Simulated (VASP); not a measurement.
A run of VASP 6.6.1 is set up as follows.

INCAR

```
PREC = Accurate
ENCUT = 520
EDIFF = 1E-6
ISMEAR = 0
SIGMA = 0.1
LREAL = F
LASPH = T
NELM = 60
ALGO = Fast
ISIF = 2
LWAVE = F
LCHARG = F
GGA = PE
NBANDS = 52
```

File KPOINTS:

```
Automatic mesh
0
Gamma
  6 6 6
```

Contents of POSCAR:

```
Sn5As3
1.0
    5.9046489246      0.0000000000      0.0000000000
    0.0000000000      5.9046489246      0.0000000000
    0.0000000000      0.0000000000      5.9046489246
Sn As
5 3
Direct
    0.0000000000      0.0000000000      0.0000000000
    0.5000000000      0.0000000000      0.0000000000
    0.5000000000      0.5000000000      0.5000000000
    0.0000000000      0.5000000000      0.0000000000
    0.0000000000      0.0000000000      0.5000000000
    0.5000000000      0.0000000000      0.5000000000
    0.5000000000      0.5000000000      0.0000000000
    0.0000000000      0.5000000000      0.5000000000
```

Potentials or basis: VASP PAW PBE potentials, release 64 (Sn_d, As).

The run is started by

```bash
$ cat potpaw_PBE.64/Sn_d/POTCAR potpaw_PBE.64/As/POTCAR > POTCAR
$ mpirun -np 1 vasp_std > vasp.out
```

Question: What does it give for the band gap on the k mesh?

Answer: Zero (an odd number of electrons rules out a gap without spin polarisation).

Question: What does it give for the pressure?

Answer: 0.0 GPa.

Caveat: spin-orbit coupling is left out, which moves the levels of the heavy elements.
